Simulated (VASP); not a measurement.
Set up this calculation in VASP 6.6.1, as the native input.

```yaml
Task: single point
Functional: PBE
Potentials_or_basis: VASP PAW PBE potentials, release 64 (Zr_sv, O)
Cutoff: 600 eV
k_mesh: 7 × 7 × 7
Occupations: gaussian, width 0.01 eV
Spin: no spin polarisation
Dipole_correction: no
Further_INCAR_settings: ALGO = Normal; EDIFF = 1e-06; NBANDS = 19
```

The structure of ZrO2 (Cubic zirconia) lies in POSCAR:

```
ZrO2
1.0
    0.0000000000      2.5122633492      2.5122633492
    2.5122633492      0.0000000000      2.5122633492
    2.5122633492      2.5122633492      0.0000000000
Zr O
1 2
Direct
    0.0000000000      0.0000000000      0.0000000000
    0.2500000000      0.2500000000      0.2500000000
    0.7500000000      0.7500000000      0.7500000000
```

These files were run (other wordings do the same):

INCAR

```
SYSTEM = ZrO2
ALGO = Normal ; EDIFF = 1E-6
ENCUT = 600 ; GGA = PE
GGA_COMPAT = .False. ; ISIF = 2
ISMEAR = 0 ; LASPH = .True.
LCHARG = .False. ; LREAL = .False.
LWAVE = .False. ; NBANDS = 19
NELM = 120 ; PREC = Accurate
SIGMA = 0.01
```

KPOINTS

```
k-points
0
Gamma
  7 7 7
  0 0 0
```

Potentials or basis: VASP PAW PBE potentials, release 64 (Zr_sv, O).

Command:

```sh
$ cat potpaw_PBE.64/Zr_sv/POTCAR potpaw_PBE.64/O/POTCAR > POTCAR
$ mpirun -np 1 vasp_std > vasp.out
```

Results of the run:

The pressure is 14.4 GPa. The band gap on the k mesh is 3.55 eV, indirect (least direct gap 4.01 eV).

Run time: 12 s on 1 thread of Intel(R) Xeon(R) Platinum 8488C (Sapphire Rapids), on a shared host, peak memory 0.16 GiB.
